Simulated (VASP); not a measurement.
Here is a VASP 6.6.1 calculation.

File INCAR:

```
SYSTEM = Na
  ALGO = Fast
  EDIFF = 1E-7
  ENCUT = 520
  GGA = PE
  ISIF = 2
  ISMEAR = 0
  LASPH = .True.
  LCHARG = .False.
  LREAL = .False.
  LWAVE = .False.
  NBANDS = 10
  NELM = 80
  PREC = Accurate
  SIGMA = 0.15
```

Contents of KPOINTS:

```
k-points
0
Gamma
  16 16 16
  0 0 0
```

File POSCAR:

```
Na
1.0
   -2.0910312500      2.1175000000      2.0910312500
    2.1439687500     -2.1175000000      2.1439687500
    2.0910312500      2.1175000000     -2.0910312500
Na
1
Direct
    0.0000000000      0.0000000000      0.0000000000
```

Potentials or basis: VASP PAW PBE potentials, release 64 (Na_pv).

Command:

```bash
$ cat potpaw_PBE.64/Na_pv/POTCAR > POTCAR
$ mpirun -np 1 vasp_std > vasp.out
```

(1) Predict the pressure.

Results:

(1) -0.2 GPa.

Caveat: the cell differs from its parent crystal (strain +0.0250 x Voigt [0, 0, 0, 0, 1, 0]).
